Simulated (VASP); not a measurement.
Input of a VASP 6.6.1 run:

INCAR

```
  PREC = Accurate
  ENCUT = 520
  EDIFF = 1E-6
  ISMEAR = 0
  SIGMA = 0.05
  LREAL = F
  LASPH = T
  NELM = 150
  ALGO = Normal
  ISIF = 2
  LWAVE = F
  LCHARG = F
  ISPIN = 2
  MAGMOM = 0.06 0 0 0
  LORBIT = 11
  LMAXMIX = 4
  GGA = PS
  NBANDS = 28
```

The input KPOINTS:

```
regular mesh
0
Gamma
  6 6 6
```

File POSCAR:

```
NiI3
1.0
    5.1928028944      0.0000000000      0.0000000000
    0.0000000000      5.1928028944      0.0000000000
    0.0000000000      0.0000000000      5.1928028944
Ni I
1 3
Direct
    0.0000000000      0.0000000000      0.0000000000
    0.5000000000      0.0000000000      0.0000000000
    0.0000000000      0.0000000000      0.5000000000
    0.0000000000      0.5000000000      0.0000000000
```

Potentials or basis: VASP PAW PBE potentials, release 64 (Ni, I).

Command:

```console
$ cat potpaw_PBE.64/Ni/POTCAR potpaw_PBE.64/I/POTCAR > POTCAR
$ mpirun -np 1 vasp_std > vasp.out
```

Problem. Estimate the net moment.

Solution. 0.01 μB per cell.

Problem. Predict the pressure.

Solution. 0.7 GPa.

Caveat: the PAW data sets were made with another functional, which shifts forces and pressure a little.
